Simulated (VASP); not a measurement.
Input of a VASP 6.6.1 run:

Contents of INCAR:

```
SYSTEM = Cd
PREC = Accurate ; ENCUT = 520
EDIFF = 1E-6 ; ISMEAR = -1
SIGMA = 0.13605693000000002 ; LREAL = .False.
LASPH = .True. ; NELM = 60
ALGO = Normal ; ISIF = 2
LWAVE = .False. ; LCHARG = .False.
GGA = PE ; NBANDS = 19
```

The input KPOINTS:

```
regular mesh
0
Gamma
  8 8 8
  0 0 0
```

POSCAR

```
Cd
1.0
    0.0000000000      3.3470754903      3.3470754903
    3.3470754903      0.0000000000      3.3470754903
    3.3470754903      3.3470754903      0.0000000000
Cd
2
Direct
    0.0000000000      0.0000000000      0.0000000000
    0.2500000000      0.2500000000      0.2500000000
```

Potentials or basis: VASP PAW PBE potentials, release 64 (Cd).

Command:

```console
$ cat potpaw_PBE.64/Cd/POTCAR > POTCAR
$ mpirun -np 1 vasp_std > vasp.out
```

Question: What does it give for the band gap on the k mesh?

Answer: Zero (bands 12 and 13 overlap by 4.53 eV).

Question: What does it give for the pressure?

Answer: 0.2 GPa.
